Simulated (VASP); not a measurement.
Set up this calculation in VASP 6.6.1, as the native input.

| Item | Value |
| --- | --- |
| Task | relaxation of cell and atoms |
| Functional | PBE |
| Potentials or basis | VASP PAW PBE potentials, release 64 (Tm_3, Ge_d, F), 4f in core |
| Cutoff | 600 eV |
| k mesh | 3 × 3 × 3 |
| Occupations | gaussian, width 0.15 eV |
| Spin | no spin polarisation |
| Dipole correction | no |
| Further INCAR settings | ALGO = Normal; EDIFF = 1e-07; IBRION = 2; EDIFFG = -0.08; NSW = 36; ISIF = 3 |

The structure of Tm2GeF2 lies in POSCAR:

```
Tm2GeF2
1.0
    5.0547883500      0.0000000000      0.0000000000
    0.0000000000      5.0547883500      0.0000000000
    0.0000000000      0.0000000000      4.0299316000
Tm Ge F
2 1 2
Direct
    0.0000000000      0.5000000000      0.5000000000
    0.5000000000      0.0000000000      0.5000000000
    0.5000000000      0.5000000000      0.0000000000
    0.0000000000      0.0000000000      0.0000000000
    0.5000000000      0.5000000000      0.5000000000
```

The cell was generated, and may not be a known phase.

The input as run:

INCAR

```
PREC = Accurate
ENCUT = 600
EDIFF = 1E-7
ISMEAR = 0
SIGMA = 0.15
LREAL = F
LASPH = T
NELM = 200
ALGO = Normal
ISIF = 3
LWAVE = F
LCHARG = F
GGA = PE
IBRION = 2
NSW = 36
EDIFFG = -0.08
GGA_COMPAT = F
NELMIN = 4
LMAXMIX = 6
```

KPOINTS

```
Automatic mesh
0
Gamma
  3 3 3
```

Potentials or basis: VASP PAW PBE potentials, release 64 (Tm_3, Ge_d, F), 4f in core.

The run is started by

```sh
$ cat potpaw_PBE.64/Tm_3/POTCAR potpaw_PBE.64/Ge_d/POTCAR potpaw_PBE.64/F/POTCAR > POTCAR
$ mpirun -np 1 vasp_std > vasp.out
```

Results of the run:

| Property | Result |
| --- | --- |
| Relaxed volume | 20.17 Å³/atom |
| Relaxed cell | a = 4.863 Å, b = 4.863 Å, c = 4.265 Å, α = 90.00°, β = 90.00°, γ = 90.00° |
| Space group after relaxing (to 0.1 Å) | P4/mmm (No. 123) |
| Energy gained by relaxing | 36.7 meV/atom |
| Ionic steps | 6 |
| Pressure after relaxing | 0.1 GPa |
| Band gap on the k mesh | zero (bands 23 and 24 overlap by 1.09 eV) |

Caveat: the k points lie up to 0.49 Å⁻¹ apart in the final cell, too coarse for converged energies and pressures of a metal; spin-orbit coupling is left out, which moves the levels of the heavy elements; the 4f electrons are frozen in the core, so they carry no moment and show no levels; the run has no spin polarisation, though such a crystal can be magnetic.

Wall time 65 s on 1 thread of Intel(R) Xeon(R) 6975P-C (Granite Rapids), on a shared host, peak memory 0.24 GiB.
